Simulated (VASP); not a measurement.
# PbS (I4/mmm) in VASP: G0W0 quasiparticle levels with PBE

Aim: the G0W0 quasiparticle levels of PbS with PBE.

All numbers are computed with VASP 6.6.1; they aren't measurements. Logs are shortened: lines on timing, memory, paths and dates and some standing lists are left out, and cuts for length are marked.

## 1. The cell of the first run

It takes space group I4/mmm (No. 139, tetragonal). Conventional cell: a = 4.225 Å, b = 4.225 Å, c = 5.945 Å, α = 90.00°, β = 90.00°, γ = 90.00°. Pb (site symmetry 4/mmm) has 6 S at 2.97 to 2.99 Å within 3.9 Å. S (site symmetry 4/mmm) has 6 Pb at 2.97 to 2.99 Å within 3.9 Å.

## 2. G0W0 quasiparticle levels, PBE

The input, POSCAR:

```
PbS
1.0
    0.0000000000      2.9872326911      2.9872326911
    2.9722965276      0.0000000000      2.9872326911
    2.9722965276      2.9872326911      0.0000000000
Pb S
1 1
Direct
    0.0000000000      0.0000000000      0.0000000000
    0.5000000000      0.5000000000      0.5000000000
```

The input, INCAR.step1:

```
  PREC = Accurate
  ENCUT = 500
  EDIFF = 1E-8
  ISMEAR = 0
  SIGMA = 0.01
  LREAL = False
  LASPH = True
  NELM = 60
  ALGO = Normal
  LWAVE = True
  LCHARG = False
  GGA = PE
```

The input, INCAR.step2:

```
  PREC = Accurate
  ENCUT = 500
  EDIFF = 1E-8
  ISMEAR = 0
  SIGMA = 0.01
  LREAL = False
  LASPH = True
  NELM = 1
  ALGO = Exact
  LWAVE = True
  LCHARG = False
  GGA = PE
  NBANDS = 232
  LOPTICS = True
  ISTART = 1
```

The input, INCAR.step3:

```
  PREC = Accurate
  ENCUT = 500
  EDIFF = 1E-8
  ISMEAR = 0
  SIGMA = 0.01
  LREAL = False
  LASPH = True
  ALGO = EVGW0
  LWAVE = False
  LCHARG = False
  GGA = PE
  NELMGW = 1
  NBANDS = 232
  ENCUTGW = 150.0
  NOMEGA = 96
  PRECFOCK = Fast
  ISTART = 1
  NBANDSGW = 19
  OMEGAMAX = 20
```

The input, KPOINTS:

```
regular mesh
0
Gamma
  4 4 4
```

Potentials or basis: VASP PAW PBE potentials, release 64 (Pb_d_GW, S_GW).

Started as:

```bash
> cat potpaw_PBE.64/Pb_d_GW/POTCAR potpaw_PBE.64/S_GW/POTCAR > POTCAR
> cp INCAR.step1 INCAR
> mpirun -np 1 vasp_std > vasp.out
> cp INCAR.step2 INCAR
> mpirun -np 1 vasp_std > vasp.out
> cp INCAR.step3 INCAR
> mpirun -np 1 vasp_std > vasp.out
```

OUTCAR:

```text
PREC = Accurate
   ENCUT = 500
   EDIFF = 1E-8
   ISMEAR = 0
   LREAL = False
   LASPH = True
   GGA = PE
   NELMGW = 1
   ENCUTGW = 150.0
   PRECFOCK = Fast
   ISTART = 1

 ion  position               nearest neighbor table
   1  0.000  0.000  0.000-
   2  0.500  0.500  0.500-

  LATTYP: Found a body centered tetragonal cell.
 ALAT       =     4.2245849857
 C/A-ratio  =     1.4071424945

  Lattice vectors:

 A1 = (  -2.9722965276,   0.0000000000,  -2.9872326911)
 A2 = (  -2.9722965276,   0.0000000000,   2.9872326911)
 A3 = (   2.9722965276,   2.9872326911,   0.0000000000)

Analysis of symmetry for initial positions (statically):
=====================================================================
 Subroutine PRICEL returns:
 Original cell was already a primitive cell.

 Routine SETGRP: Setting up the symmetry group for a
 body centered tetragonal supercell.

 Subroutine GETGRP returns: Found 16 space group operations
 (whereof 16 operations were pure point group operations)
 out of a pool of 16 trial point group operations.

The static configuration has the point symmetry D_4h.

Analysis of symmetry for dynamics (positions and initial velocities):
=====================================================================
 Subroutine PRICEL returns:
 Original cell was already a primitive cell.

 Routine SETGRP: Setting up the symmetry group for a
 body centered tetragonal supercell.

 Subroutine GETGRP returns: Found 16 space group operations
 (whereof 16 operations were pure point group operations)
 out of a pool of 16 trial point group operations.

The dynamic configuration has the point symmetry D_4h.

 Subroutine INISYM returns: Found 16 space group operations
 (whereof 16 operations are pure point group operations),
 and found     1 'primitive' translations

----------------------------------------------------------------------------------------

                                     Primitive cell

  volume of cell :      53.0469

  direct lattice vectors                    reciprocal lattice vectors
     0.000000000  2.987232691  2.987232691    -0.168220094  0.167378993  0.167378993
     2.972296528  0.000000000  2.987232691     0.168220094 -0.167378993  0.167378993
     2.972296528  2.987232691  0.000000000     0.168220094  0.167378993 -0.167378993

  length of vectors
     4.224584986  4.214036758  4.214036758     0.290395342  0.290395342  0.290395342

  position of ions in fractional coordinates (direct lattice)
     0.000000000  0.000000000  0.000000000
     0.500000000  0.500000000  0.500000000

  ion indices of the primitive-cell ions
   primitive index   ion index
                 1           1
                 2           2

----------------------------------------------------------------------------------------

 KPOINTS: regular mesh

Automatic generation of k-mesh.
 Grid dimensions read from file:
 generate k-points for:    4    4    4

 Generating k-lattice:

  Cartesian coordinates                     Fractional coordinates (reciprocal lattice)
    -0.042055023  0.041844748  0.041844748     0.250000000  0.000000000  0.000000000
     0.042055023 -0.041844748  0.041844748     0.000000000  0.250000000 -0.000000000
     0.042055023  0.041844748 -0.041844748     0.000000000 -0.000000000  0.250000000

  Length of vectors
     0.072598835  0.072598835  0.072598835

  Shift w.r.t. Gamma in fractional coordinates (k-lattice)
     0.000000000  0.000000000  0.000000000

 Subroutine IBZKPT returns following result:
 ===========================================

 Found     13 irreducible k-points:

 Following reciprocal coordinates:
            Coordinates               Weight
  0.000000  0.000000  0.000000      1.000000
  0.250000 -0.000000 -0.000000      8.000000
  0.500000 -0.000000 -0.000000      4.000000
  0.250000  0.250000  0.000000      4.000000
  0.500000  0.250000 -0.000000     16.000000
 -0.250000  0.250000  0.000000      8.000000
  0.500000  0.500000  0.000000      2.000000
  0.000000  0.250000  0.250000      2.000000
  0.500000  0.250000  0.250000      4.000000
 -0.250000  0.250000  0.250000      8.000000
 -0.250000  0.500000  0.250000      4.000000
  0.500000 -0.250000  0.250000      2.000000
  0.000000  0.500000  0.500000      1.000000
   k-points           NKPTS =     13   k-points in BZ     NKDIM =     64   number of bands    NBANDS=    232
   number of dos      NEDOS =    301   number of ions     NIONS =      2
   total plane-waves  NPLWV =  32768
   dimension x,y,z NGX =    32 NGY =   32 NGZ =   32
   dimension x,y,z NGXF=    64 NGYF=   64 NGZF=   64
   ions per type =               1   1
   NGX,Y,Z   is equivalent  to a cutoff of  12.59, 12.62, 12.62 a.u.
   NGXF,Y,Z  is equivalent  to a cutoff of  25.19, 25.25, 25.25 a.u.
 SYSTEM =  unknown system
   PREC   = accura    normal or accurate (medium, high low for compatibility)
   ISTART =      1    job   : 0-new  1-cont  2-samecut
   ICHARG =      0    charge: 1-file 2-atom 10-const
   ISPIN  =      1    spin polarized calculation?
   LNONCOLLINEAR =      F non collinear calculations
   LSORBIT =      F    spin-orbit coupling
   LASPH  =      T    aspherical Exc in radial PAW
   ENCUT  =  500.0 eV  36.75 Ry    6.06 a.u.   7.70  7.68  7.68*2*pi/ulx,y,z
   NELM   =     60;   NELMIN=  2; NELMDL=  0     # of ELM steps
   EDIFF  = 0.1E-07   stopping-criterion for ELM
   LREAL  =      F    real-space projection
   EDIFFG = 0.1E-06   stopping-criterion for IOM
   NSW    =      0    number of steps for IOM
   IBRION =     -1    ionic relax: 0-MD 1-quasi-New 2-CG
   NFREE  =      0    steps in history (QN), initial steepest desc. (CG)
   ISIF   =      0    stress and relaxation
   ISYM   =      3    0-nonsym 1-usesym 2-fastsym
   POTIM  = 0.5000    time-step for ionic-motion
   TEBEG  =    0.0;   TEEND  =   0.0 temperature during run
   PSTRESS=    0.0 pullay stress
   NELECT =      22.0000    total number of electrons
   NUPDOWN=      -1.0000    fix difference up-down
   EMIN   =  10.00;   EMAX   =-10.00  energy-range for DOS
   EFERMI =   0.00;   METHOD = LEGACY
   ISMEAR =     0;   SIGMA  =   0.01  broadening in eV -4-tet -1-fermi 0-gaus
   EFERMI_NEDOS =   21; number of points for ismear=-14 and -15
   IALGO  =     38    algorithm
   IMIX   =      4    mixing-type and parameters
     AMIX     =   0.40;   BMIX     =  1.00
     AMIX_MAG =   1.60;   BMIX_MAG =  1.00
  volume/ion in A,a.u.               =      26.52       178.99
  Fermi-wavevector in a.u.,A,eV,Ry     =   1.220850  2.307072 20.279140  1.490475
  Thomas-Fermi vector in A             =   2.356053
   LORBIT       =      0    0 simple, 1 ext, 2 COOP (PROOUT), +10 PAW based schemes
   GGA     = PE    functional components
   LHFCALC =     T    Hartree Fock is set to
   PRECFOCK=fast      Normal, Fast or Accurate (Low or Medium for compatibility)
   ENCUT4O =  -1.0   cutoff for four orbital integrals eV
   NKREDX  =     1    reduce k-point grid by
   NKREDY  =     1    reduce k-point grid by
   NKREDZ  =     1    reduce k-point grid by
   AEXX    =    1.0000 exact exchange contribution
   HFSCREEN=    0.0000 screening length (either q_TF or 0.3 A-1)
   HFSCREENC=   0.0000 screening length for correlation (either q_TF or 0.3 A-1)
   ENCUTFOCK=  -1.0 apply spherical cutoff to Coloumb kernel
   IVDW    =     0    specifies the selected vdW correction
   LEPSILON=     F    determine dielectric tensor
   LRPA    =     F    only Hartree local field effects (RPA)
   LRPAFORCE           =     F    calculate RPA forces
   ENCUTGW             = 150.0    cutoff for response function in eV
   ENCUTGWSOFT         = 120.0    soft cutoff for Coulomb kernel in GW response function in eV
   ENCUTLF             =  -1.0    cutoff for local field effects
   NELMGW              =     1    number of iterations in solving QP/BSE equation
   NELMHF              =     1    number of iterations in the inner HF iteration
   NKREDLFX            =     1    NKREDLFY  =   1   NKREDLFZ  =   1
 non-spin polarized calculation
 Gauss-broadening in eV      SIGMA  =   0.01
  energy-cutoff  :      500.00
  volume of cell :       53.05
 maximum number of plane-waves:      1363
 NGX is ok and might be reduce to    32
  NGX = 18; NGY = 18; NGZ = 18
   NGX = 15   NGY = 15   NGZ = 15
 maximum number of plane-waves:       229
 NGX is ok and might be reduce to    18

 QP shifts <psi_nk| G(iteration)W_0 |psi_nk>: iteration 1
 for sc-GW calculations column KS-energies equals QP-energies in previous step
 and V_xc(KS)=  KS-energies - (<T + V_ion + V_H > + <T+V_H+V_ion>^1  + <V_x>^1)

 k-point   1 :       0.0000    0.0000    0.0000
  band No.  KS-energies  QP-energies   sigma(KS)   V_xc(KS)     V^pw_x(r,r')   Z            occupation Imag(sigma)

      1    -135.8314    -158.4517     -28.0210       5.4444     -36.1680       0.6759       2.0000       0.4999
      2     -13.1582     -20.2662     -20.1863      -9.8442     -25.2263       0.6873       2.0000       0.2375
      3     -13.1582     -20.2662     -20.1863      -9.8442     -25.2263       0.6873       2.0000       0.2375
      4     -13.1582     -20.2662     -20.1863      -9.8442     -25.2263       0.6873       2.0000       0.2375
      5     -13.1429     -20.2681     -20.2334      -9.8819     -25.3321       0.6883       2.0000       0.2622
      6     -13.1398     -20.2664     -20.2348      -9.8838     -25.3360       0.6885       2.0000       0.2637
[... 11 lines left out ...]
     18      12.2960      11.9182      -6.9503      -6.4508      -1.7267       0.7563       0.0000      -0.2566
     19      12.6317      12.2850     -10.4726     -10.0017      -5.1091       0.7361       0.0000      -0.2802

 k-point   2 :       0.2500   -0.0000   -0.0000
  band No.  KS-energies  QP-energies   sigma(KS)   V_xc(KS)     V^pw_x(r,r')   Z            occupation Imag(sigma)

      1    -135.8313    -158.4973     -28.0211       5.4452     -36.1680       0.6773       2.0000       0.4995
      2     -13.1603     -20.2683     -20.1980      -9.8678     -25.2843       0.6881       2.0000       0.2665
      3     -13.1603     -20.2683     -20.1980      -9.8678     -25.2843       0.6881       2.0000       0.2665
      4     -13.1561     -20.2785     -20.1848      -9.8443     -25.2272       0.6888       2.0000       0.2421
      5     -13.1320     -20.2782     -20.2349      -9.8655     -25.2960       0.6892       2.0000       0.2494
      6     -13.1320     -20.2782     -20.2349      -9.8655     -25.2960       0.6892       2.0000       0.2494
[... 11 lines left out ...]
     18      15.3948      14.9632      -8.9213      -8.3569      -3.1062       0.7647       0.0000      -0.5684
     19      15.5821      15.2853     -10.8251     -10.4419      -4.6621       0.7744       0.0000      -0.7222
[... 211 lines left out ...]
      1    -135.8312    -158.5591     -28.0211       5.4455     -36.1680       0.6791       2.0000       0.4993
      2     -13.2428     -20.0199     -19.9147      -9.9513     -25.2240       0.6802       2.0000       0.3249
      3     -13.1416     -20.2880     -20.2043      -9.8466     -25.2427       0.6900       2.0000       0.2393
      4     -13.1416     -20.2880     -20.2043      -9.8466     -25.2427       0.6900       2.0000       0.2393
      5     -13.1394     -20.2771     -20.2330      -9.8904     -25.3516       0.6901       2.0000       0.2877
      6     -13.1028     -20.3279     -20.2697      -9.8585     -25.2987       0.6940       2.0000       0.2380
[... 11 lines left out ...]
     18      15.6755      15.7485     -10.4784     -10.5780      -4.1736       0.7332       0.0000      -0.5220
     19      16.2394      16.1093     -11.2254     -11.0627      -4.9794       0.7997       0.0000      -0.7109

 k-point  13 :       0.0000    0.5000    0.5000
  band No.  KS-energies  QP-energies   sigma(KS)   V_xc(KS)     V^pw_x(r,r')   Z            occupation Imag(sigma)

      1    -135.8313    -158.4648     -28.0211       5.4451     -36.1680       0.6763       2.0000       0.4992
      2     -13.2855     -19.9419     -19.7927      -9.9755     -25.1788       0.6780       2.0000       0.3478
      3     -13.1832     -20.2474     -20.1419      -9.8339     -25.1886       0.6853       2.0000       0.2388
      4     -13.1180     -20.2838     -20.2669      -9.8875     -25.3633       0.6904       2.0000       0.2648
      5     -13.0996     -20.2978     -20.2704      -9.8593     -25.3003       0.6914       2.0000       0.2375
      6     -13.0996     -20.2978     -20.2704      -9.8593     -25.3003       0.6914       2.0000       0.2375
[... 11 lines left out ...]
     18      15.7007      15.7396     -10.5296     -10.5827      -4.1955       0.7336       0.0000      -0.5350
     19      15.9016      15.5044      -9.8130      -9.3408      -3.9918       0.8412       0.0000      -0.7192
```

It took 12 min on 1 thread of Intel Xeon 6975P-C (Granite Rapids), shared host; peak memory 0.75 GiB.

What came out:

```
Quasiparticle gap                                   : 0.74 eV
Least direct quasiparticle gap                      : 0.74 eV
Band gap of the starting levels on the mesh         : 0.42 eV
Least direct gap of the starting levels on the mesh : 0.42 eV
```

Caveat: the k points lie up to 0.46 Å⁻¹ apart; bands, screening cutoff and mesh are small and nothing is extrapolated, so the quasiparticle values aren't converged; spin-orbit coupling is left out, which moves the levels of the heavy elements.
